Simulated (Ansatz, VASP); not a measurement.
**Two plane-wave programs on Ag**

File POSCAR:

```
Ag
1.0
    0.0000000000      2.0521781800      2.0521781800
    2.0521781800      0.0000000000      2.0521781800
    2.0521781800      2.0521781800      0.0000000000
Ag
1
Direct
    0.0000000000      0.0000000000      0.0000000000
```

Contents of INCAR.step1:

```
ALGO     = Normal         # electronic algorithm
EDIFF    = 1E-4           # SCF threshold, eV
ENCUT    = 600            # plane-wave cutoff, eV
GGA      = PE             # functional
ISMEAR   = 0              # smearing method
LASPH    = T              # aspherical terms in the spheres
LCHARG   = F              # write CHGCAR
LREAL    = F              # projectors in reciprocal space
LWAVE    = T              # write WAVECAR
NELM     = 100            # most SCF steps
PREC     = Accurate       # precision mode
SIGMA    = 0.1            # smearing width, eV
```

File INCAR.step2:

```
ALGO     = Normal         # electronic algorithm
EDIFF    = 1E-6           # SCF threshold, eV
EDIFFG   = -0.005         # ionic threshold
ENCUT    = 600            # plane-wave cutoff, eV
IBRION   = 2              # ionic algorithm
ISIF     = 3              # what is computed and relaxed
ISMEAR   = 0              # smearing method
ISTART   = 1            
LASPH    = T              # aspherical terms in the spheres
LCHARG   = F              # write CHGCAR
LMIXTAU  = T            
LREAL    = F              # projectors in reciprocal space
LWAVE    = F              # write WAVECAR
METAGGA  = R2SCAN         # meta-GGA
NELM     = 100            # most SCF steps
NSW      = 100            # ionic steps
PREC     = Accurate       # precision mode
SIGMA    = 0.1            # smearing width, eV
```

The input KPOINTS:

```
k-points
0
Gamma
  18 18 18
```

Input for Ansatz:

```yaml
crystal:
  lattice:
    - [0.0, 2.05217818, 2.05217818]
    - [2.05217818, 0.0, 2.05217818]
    - [2.05217818, 2.05217818, 0.0]
  atoms:
    - { symbol: Ag, position: [0.0, 0.0, 0.0] }
basis:
  ecutwfc: 500
kpoints:
  mp_grid: { grid: [18, 18, 18] }
hamiltonian:
  xc: r2scan
scf:
  occupations: { method: gaussian, width: 0.1 }
output:
  forces: true
  stress: true
  eigenvalues: true
  write_density: true
  write_potential: true
  elf: true
  volumetric_format: npy
relax:
  adjacent_minimum: "off"
  f_tol: 0.005
  max_steps: 80
  cell: { stress_tol: 0.05 }
```

Alike in both runs: task relaxation of cell and atoms; functional r2SCAN; k mesh 18 × 18 × 18; occupations gaussian, width 0.1 eV; no spin polarisation.

|  | VASP | Ansatz |
| --- | --- | --- |
| version | VASP 6.6.1 | Ansatz 0.2.0 |
| potentials or method | VASP PAW PBE potentials, release 64 (Ag), cutoff 600 eV | scalar-relativistic, plane waves, PAW |
| valence electrons in the cell | 11 | 19 |

|  | VASP | Ansatz | Ansatz less VASP |
| --- | --- | --- | --- |
| gap on the k mesh at the Fermi level, each at its own relaxed structure (eV) | none | none | - |
| relaxed volume (Å³/atom) | 17.30 | 17.29 | -0.015 |
| relaxed cell length with the largest relative difference (Å) | 2.903 | 2.902 | -0.0008 |

VASP's potentials were made for PBE, not for r2SCAN. A gap of «none» marks a metal or a gap that the smearing closes. VASP's potentials hold 11 valence electrons a cell and Ansatz's 19, so a difference there can come from the potentials and not from the codes.
